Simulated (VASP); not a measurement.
Input of a VASP 6.6.1 run:

Contents of INCAR:

```
SYSTEM = Si36H11O
PREC = Accurate
ENCUT = 520
EDIFF = 1E-7
ISMEAR = -1
SIGMA = 0.05
LREAL = Auto
LASPH = .True.
NELM = 150
ALGO = Normal
ISIF = 2
LWAVE = .False.
LCHARG = .True.
ISPIN = 2
MAGMOM = 0 0 0 0 0 0 0 0 0 0 0 0 0 0 0 0 0 0 0 0 0 0 0 0 0 0 0 0 0 0 0 0 0 0 0 0 0 0 0 0 0 0 0 0 0 0 0 1
LORBIT = 11
GGA = PS
LELF = .True.
LVHAR = .True.
NBANDS = 114
```

File KPOINTS:

```
Automatic mesh
0
Gamma
  1 1 1
  0 0 0
```

POSCAR

```
Si36H11O
1.0
   11.5187690000      0.0000000000      0.0000000000
    5.7593850000      9.9755470000      0.0000000000
    0.0000000000      0.0000000000     18.4187650000
H Si O
11 36 1
Direct
    0.1111112597      0.1111117014      0.0542924566
    0.4444454901      0.1111117014      0.0542924566
    0.7777797205      0.1111117014      0.0542924566
    0.1111108082      0.4444468058      0.0542924566
    0.4444450387      0.4444468058      0.0542924566
    0.7777792691      0.4444468058      0.0542924566
    0.1111103568      0.7777819101      0.0542924566
    0.4444445872      0.7777819101      0.0542924566
    0.7777788177      0.7777819101      0.0542924566
    1.0049057851      1.0322842447      0.3911391453
    1.0499288724      0.5704449089      0.4515829373
    0.1111112597      0.1111117014      0.1357311416
    0.4444454901      0.1111117014      0.1357311416
    0.7777797205      0.1111117014      0.1357311416
    0.1111108082      0.4444468058      0.1357311416
    0.4444450387      0.4444468058      0.1357311416
    0.7777792691      0.4444468058      0.1357311416
    0.1111103568      0.7777819101      0.1357311416
    0.4444445872      0.7777819101      0.1357311416
    0.7777788177      0.7777819101      0.1357311416
   -0.1084660109      0.2190155587      0.1741159084
    0.2226150818      0.2216119076      0.1723894083
    0.5541197938      0.2235867366      0.1808318853
   -0.1092699922      0.5590971603      0.1674759410
    0.2182652709      0.5592876260      0.1679754316
    0.5540403928      0.5573228215      0.1730246300
   -0.1129402814      0.8885728271      0.1608902660
    0.2250371548      0.8869087580      0.1772160077
    0.5542959075      0.8874200081      0.1778512294
   -0.1086229079      0.2225241383      0.3037174317
    0.2195713506      0.2257720805      0.2974900869
    0.5563293005      0.2125697969      0.3075721961
   -0.1085320144      0.5571524048      0.2918545299
    0.2123031029      0.5610719893      0.2934235819
    0.5551209517      0.5562902967      0.2980818747
   -0.1096066624      0.8878610867      0.2829940010
    0.2232004272      0.8840016492      0.3031473609
    0.5646131530      0.8884024104      0.3035599835
   -0.0088926073     -0.0069570120      0.3275626786
    0.3369561635     -0.0020349761      0.3140058522
    0.6887696424     -0.0102751258      0.3406471607
   -0.0021471180      0.3405627782      0.3270740465
    0.3307372112      0.3400214545      0.3164815882
    0.6633494531      0.3330443935      0.3204449375
   -0.0074992769      0.6763538882      0.3372213066
    0.3332745822      0.6611968246      0.3244571501
    0.6696436814      0.6638432960      0.3231432726
    0.9959167683      0.6658983212      0.4329009030
```

Potentials or basis: VASP PAW PBE potentials, release 64 (H, Si, O).

The run is started by

```bash
$ cat potpaw_PBE.64/H/POTCAR potpaw_PBE.64/Si/POTCAR potpaw_PBE.64/O/POTCAR > POTCAR
$ mpirun -np 1 vasp_gam > vasp.out
```

Task: Predict the net moment.

Result: 3.00 μB per cell.

Task: Estimate the largest force.

Result: 5.805 eV/Å.

Task: What does it give for the site moments?

Result: H -0.00, +0.00 (each value once); Si +0.01, +0.03, +0.02, -0.01, +0.00, -0.00, +0.15, -0.09, +0.20, +0.16, -0.16 (each value once); O +0.00 μB.

Forces on the atoms (eV/Å):
```
H   -0.023 -0.048 -0.112
H    0.077 -0.017 -0.099
H   -0.080  0.191 -0.152
H    0.004 -0.077 -0.185
H    0.043 -0.136 -0.125
H   -0.061  0.013 -0.173
H    0.208  0.009 -0.176
H    0.050  0.052 -0.119
H   -0.176  0.047 -0.197
H    0.809  0.857  5.684
H   -0.125  1.539 -0.735
Si   0.112 -0.417 -0.047
Si   0.207 -0.165  0.236
Si  -0.259  0.560 -0.089
Si   0.167 -0.216 -0.598
Si  -0.150  0.028  0.119
Si   0.161 -0.178 -0.126
Si   0.337  0.485 -0.691
Si  -0.085  0.093 -0.037
Si  -0.747  0.310 -0.628
Si  -0.009  0.726  0.405
Si  -0.004  0.000 -0.134
Si  -0.175 -0.134 -0.443
Si  -0.482 -0.602  0.191
Si   0.252 -0.559  0.255
Si   0.046 -0.194 -0.221
Si   0.610 -0.125  0.069
Si  -0.040  0.190 -0.378
Si   0.183  0.327 -0.369
Si  -0.503 -0.031 -1.156
Si   0.050 -0.148  0.073
Si   0.415 -0.046 -0.118
Si   0.061  0.487  0.291
Si   0.179  0.240  0.131
Si  -0.132 -0.100  0.028
Si  -0.915 -0.485  0.997
Si  -0.273  0.397 -0.308
Si   0.322  0.295  0.288
Si   0.655 -0.443 -4.022
Si  -0.028  0.019  0.085
Si  -0.939  0.218  0.648
Si  -0.038 -0.476  0.440
Si  -0.147 -0.460  0.211
Si   0.346 -0.430  0.156
Si  -0.104 -0.875  1.632
Si  -0.082  0.122  0.337
Si   0.122  0.074  0.322
O    0.161 -0.921 -1.164
```

Caveat: the k points lie up to 0.63 Å⁻¹ apart; there is no dipole correction, which matters where the two faces differ; the PAW data sets were made with another functional, which shifts forces and pressure a little.
